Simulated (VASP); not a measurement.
A run of VASP 6.6.1 is set up as follows.

The input INCAR:

```
PREC = Accurate ; ENCUT = 520
EDIFF = 1E-6 ; ISMEAR = 1
SIGMA = 0.15 ; LREAL = F
LASPH = T ; NELM = 100
ALGO = Normal ; ISIF = 2
LWAVE = F ; LCHARG = F
GGA = PE ; NBANDS = 32
```

Contents of KPOINTS:

```
Automatic mesh
0
Gamma
  6 6 6
```

Contents of POSCAR:

```
NbCd3
1.0
    4.0695377561      0.0000000000      0.0000000000
    0.0000000000      4.0695377561      0.0000000000
    0.0000000000      0.0000000000      4.0695377561
Nb Cd
1 3
Direct
    0.0000000000      0.0000000000      0.0000000000
    0.0000000000      0.5000000000      0.5000000000
    0.5000000000      0.0000000000      0.5000000000
    0.5000000000      0.5000000000      0.0000000000
```

Potentials or basis: VASP PAW PBE potentials, release 64 (Nb_sv, Cd).

Command:

```console
$ cat potpaw_PBE.64/Nb_sv/POTCAR potpaw_PBE.64/Cd/POTCAR > POTCAR
$ mpirun -np 1 vasp_std > vasp.out
```

(1) What does it give for the pressure?

Results:

(1) 25.5 GPa.
